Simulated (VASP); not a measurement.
# ZnO (zincite) (P6_3mc) in VASP: notebook

ZnO (zincite) is run at these levels: PBE; tasks: single point.

Everything below comes from runs of VASP 6.6.1. Logs are shortened: lines on timing, memory, paths and dates and some standing lists are left out, and cuts for length are marked.

**What was measured.**

From “Electronic structure of alkaline earth and post-transition metal oxides”, 2009, arxiv:0908.1581, for a bulk crystal of ZnO: band gap 3.37 eV.

How close the calculation comes is told below.

### Step 1. The cell of the first run

The structure is hexagonal, space group P6_3mc (No. 186). Conventional cell: a = 3.306 Å, b = 3.306 Å, c = 5.297 Å, α = 90.00°, β = 90.00°, γ = 120.00°. Within 2.7 Å of Zn (site symmetry 3m) lie 4 O at 2.01 Å. O (site symmetry 3m) has 4 Zn at 2.01 Å within 2.7 Å.

### Step 2. Single point, PBE

Input file INCAR:

```
SYSTEM = ZnO
PREC = Accurate ; ENCUT = 520
EDIFF = 1E-7 ; ISMEAR = 0
SIGMA = 0.01 ; LREAL = .False.
LASPH = .True. ; NELM = 60
ALGO = Normal ; ISIF = 2
LWAVE = .False. ; LCHARG = .True.
GGA = PE ; LELF = .True.
LVHAR = .True. ; NBANDS = 26
```

Input file KPOINTS:

```
regular mesh
0
Gamma
  12 12 4
  0 0 0
```

Input file POSCAR:

```
ZnO
1.0
    3.3060759204      0.0000000000      0.0000000000
   -1.6530379602      2.8631454564      0.0000000000
    0.0000000000      0.0000000000      5.2966567570
Zn O
2 2
Direct
    0.3333333333      0.6666666667      0.5000000000
    0.6666666667      0.3333333333      0.0000000000
    0.6666666667      0.3333333333      0.3790100000
    0.3333333333      0.6666666667      0.8790100000
```

Potentials or basis: VASP PAW PBE potentials, release 64 (Zn, O).

Run with:

```sh
cat potpaw_PBE.64/Zn/POTCAR potpaw_PBE.64/O/POTCAR > POTCAR
mpirun -np 1 vasp_std > vasp.out
```

OUTCAR:

```text
SYSTEM = ZnO
   PREC = Accurate
   ENCUT = 520
   EDIFF = 1E-7
   ISMEAR = 0
   LREAL = .False.
   LASPH = .True.
   NELM = 60
   ISIF = 2
   GGA = PE

 ion  position               nearest neighbor table
   1  0.333  0.667  0.500-   4 2.01   3 2.01   3 2.01   3 2.01
   2  0.667  0.333  0.000-   3 2.01   4 2.01   4 2.01   4 2.01
   3  0.667  0.333  0.379-   2 2.01   1 2.01   1 2.01   1 2.01
   4  0.333  0.667  0.879-   1 2.01   2 2.01   2 2.01   2 2.01

  LATTYP: Found a hexagonal cell.
 ALAT       =     3.3060759204
 C/A-ratio  =     1.6020977390

  Lattice vectors:

 A1 = (   3.3060759204,   0.0000000000,   0.0000000000)
 A2 = (  -1.6530379602,   2.8631454564,   0.0000000000)
 A3 = (   0.0000000000,   0.0000000000,   5.2966567570)

Analysis of symmetry for initial positions (statically):
=====================================================================
 Subroutine PRICEL returns:
 Original cell was already a primitive cell.

 Routine SETGRP: Setting up the symmetry group for a
 hexagonal supercell.

 Subroutine GETGRP returns: Found 12 space group operations
 (whereof  6 operations were pure point group operations)
 out of a pool of 24 trial point group operations.

The static configuration has the point symmetry C_3v.
 The point group associated with its full space group is C_6v.

Analysis of symmetry for dynamics (positions and initial velocities):
=====================================================================
 Subroutine PRICEL returns:
 Original cell was already a primitive cell.

 Routine SETGRP: Setting up the symmetry group for a
 hexagonal supercell.

 Subroutine GETGRP returns: Found 12 space group operations
 (whereof  6 operations were pure point group operations)
 out of a pool of 24 trial point group operations.

The dynamic configuration has the point symmetry C_3v.
 The point group associated with its full space group is C_6v.

 Subroutine INISYM returns: Found 12 space group operations
 (whereof  6 operations are pure point group operations),
 and found     1 'primitive' translations

----------------------------------------------------------------------------------------

                                     Primitive cell

  volume of cell :      50.1370

  direct lattice vectors                    reciprocal lattice vectors
[... 83 lines left out ...]
   ISTART =      0    job   : 0-new  1-cont  2-samecut
   ICHARG =      2    charge: 1-file 2-atom 10-const
   ISPIN  =      1    spin polarized calculation?
   LNONCOLLINEAR =      F non collinear calculations
   LSORBIT =      F    spin-orbit coupling
   LASPH  =      T    aspherical Exc in radial PAW
   ENCUT  =  520.0 eV  38.22 Ry    6.18 a.u.   6.15  6.15  9.85*2*pi/ulx,y,z
   NELM   =     60;   NELMIN=  2; NELMDL= -5     # of ELM steps
   EDIFF  = 0.1E-06   stopping-criterion for ELM
   LREAL  =      F    real-space projection
   EDIFFG = 0.1E-05   stopping-criterion for IOM
   NSW    =      0    number of steps for IOM
   IBRION =     -1    ionic relax: 0-MD 1-quasi-New 2-CG
   NFREE  =      0    steps in history (QN), initial steepest desc. (CG)
   ISIF   =      2    stress and relaxation
   ISYM   =      2    0-nonsym 1-usesym 2-fastsym
   POTIM  = 0.5000    time-step for ionic-motion
   TEBEG  =    0.0;   TEEND  =   0.0 temperature during run
   PSTRESS=    0.0 pullay stress
   NELECT =      36.0000    total number of electrons
   NUPDOWN=      -1.0000    fix difference up-down
   EMIN   =  10.00;   EMAX   =-10.00  energy-range for DOS
   EFERMI =   0.00;   METHOD = LEGACY
   ISMEAR =     0;   SIGMA  =   0.01  broadening in eV -4-tet -1-fermi 0-gaus
   EFERMI_NEDOS =   21; number of points for ismear=-14 and -15
   IALGO  =     38    algorithm
   IMIX   =      4    mixing-type and parameters
     AMIX     =   0.40;   BMIX     =  1.00
     AMIX_MAG =   1.60;   BMIX_MAG =  1.00
  volume/ion in A,a.u.               =      12.53        84.59
  Fermi-wavevector in a.u.,A,eV,Ry     =   1.465963  2.770268 29.239562  2.149047
  Thomas-Fermi vector in A             =   2.581757
   LORBIT       =      0    0 simple, 1 ext, 2 COOP (PROOUT), +10 PAW based schemes
   GGA     = PE    functional components
   LHFCALC =     F    Hartree Fock is set to
   AEXX    =    0.0000 exact exchange contribution
   IVDW    =     0    specifies the selected vdW correction
   LEPSILON=     F    determine dielectric tensor
   LRPA    =     F    only Hartree local field effects (RPA)
 non-spin polarized calculation
 Gauss-broadening in eV      SIGMA  =   0.01
  energy-cutoff  :      520.00
  volume of cell :       50.14
 maximum number of plane-waves:      1387
 NGX is ok and might be reduce to    28
   NGX = 13   NGY = 13   NGZ = 19

 number of electron      36.0000023 magnetization

 Free energy of the ion-electron system (eV)
  ---------------------------------------------------
  ext. energy  EPLUGINS =         0.00000000
  ---------------------------------------------------
  free energy    TOTEN  =       -17.85927629 eV

  energy without entropy =      -17.85927629  energy(sigma->0) =      -17.85927629

 E-fermi :   0.8618     XC(G=0): -10.6371

 val. band max:        0.7439981122   @ k =   0.0000   0.0000   0.0000
 cond. band min:       1.4560318896   @ k =   0.0000   0.0000   0.0000
 fundamental gap:      0.7120337774
 Fermi energy:         0.8618007255

 k-point     1 :       0.0000    0.0000    0.0000
  band No.  band energies     occupation
      1     -16.9400      2.00000
      2     -16.2859      2.00000
      3      -4.7097      2.00000
      4      -4.7097      2.00000
      5      -4.6765      2.00000
      6      -4.5288      2.00000
[... 685 lines left out ...]
     25      13.8702      0.00000
     26      14.3035      0.00000

 [... further k-points ...]
[... 5 lines left out ...]
  --------------------------------------------------------------------------------------
  -------------------------------------------------------------------------------------
  Total       -0.5448947     -0.5448946     -0.0722472      0.0000000      0.0000000      0.0000000
  in kB      -17.4126587    -17.4126553     -2.3087319      0.0000000      0.0000000      0.0000000
  external PRESSURE =     -12.3780153 kB  Pullay stress =       0.0000000 kB

 VOLUME and BASIS-vectors are now :
 -----------------------------------------------------------------------------
  energy-cutoff  :      520.00
  volume of cell :       50.14
      direct lattice vectors                 reciprocal lattice vectors
     3.306075920  0.000000000  0.000000000     0.302473393  0.174633112  0.000000000
    -1.653037960  2.863145456  0.000000000     0.000000000  0.349266223  0.000000000
     0.000000000  0.000000000  5.296656757     0.000000000  0.000000000  0.188798339

 POSITION                                       TOTAL-FORCE (eV/Angst)
 -----------------------------------------------------------------------------------
     -0.00000      1.90876      2.64833        -0.000000      0.000000     -0.056356
      1.65304      0.95438      0.00000         0.000000     -0.000000     -0.056356
      1.65304      0.95438      2.00749         0.000000      0.000000      0.056356
     -0.00000      1.90876      4.65581        -0.000000     -0.000000      0.056356
 -----------------------------------------------------------------------------------
    total drift:                                0.000000      0.000001     -0.000723

  FREE ENERGIE OF THE ION-ELECTRON SYSTEM (eV)
  ---------------------------------------------------
  free  energy   TOTEN  =       -17.8592762938 eV

  energy  without entropy=      -17.8592762938  energy(sigma->0) =      -17.85927629
```

stdout:

```text
POSCAR found type information on POSCAR ZnO
 POSCAR found :  2 types and       4 ions
 scaLAPACK will be used
 LDA part: xc-table for (Slater+PW92), standard interpolation
 POSCAR, INCAR and KPOINTS ok, starting setup
 FFT: planning ... GRIDC
 FFT: planning ... GRID_SOFT
 FFT: planning ... GRID
 WAVECAR not read
 entering main loop
```

Run time: 90 s. Hardware: 1 thread of AMD EPYC 7R13 (Zen 3), shared host; peak memory 0.18 GiB.

What came out:

```yaml
Free_energy: -17.8593 eV
Pressure: -1.2 GPa
Largest_force: 0.056 eV/Å
Band_gap_on_the_k_mesh: 0.71 eV, direct
```

Forces in eV/Å, atoms in the order of the input:
```
Zn   0.000  0.000 -0.056
Zn   0.000  0.000 -0.056
O    0.000  0.000  0.056
O    0.000  0.000  0.056
```

Levels at points of the mesh, in eV from the valence-band top:
| k point | band 15 | band 16 | band 17 | band 18 | band 19 | band 20 | band 21 | band 22 |
| --- | --- | --- | --- | --- | --- | --- | --- | --- |
| (0.00, 0.00, 0.00) | -0.75 | -0.06 | 0.00 | 0.00 | 0.71 | 5.02 | 8.09 | 12.58 |
| (0.50, 0.00, 0.00) | -2.67 | -2.11 | -1.20 | -0.76 | 5.55 | 6.79 | 7.56 | 8.12 |
| (0.00, 0.00, 0.50) | -0.37 | -0.37 | -0.37 | -0.37 | 3.34 | 3.34 | 9.91 | 9.91 |
| (0.50, 0.00, 0.50) | -1.40 | -1.40 | -1.26 | -1.26 | 5.62 | 5.62 | 8.13 | 8.13 |

[end of part 1 of 2]
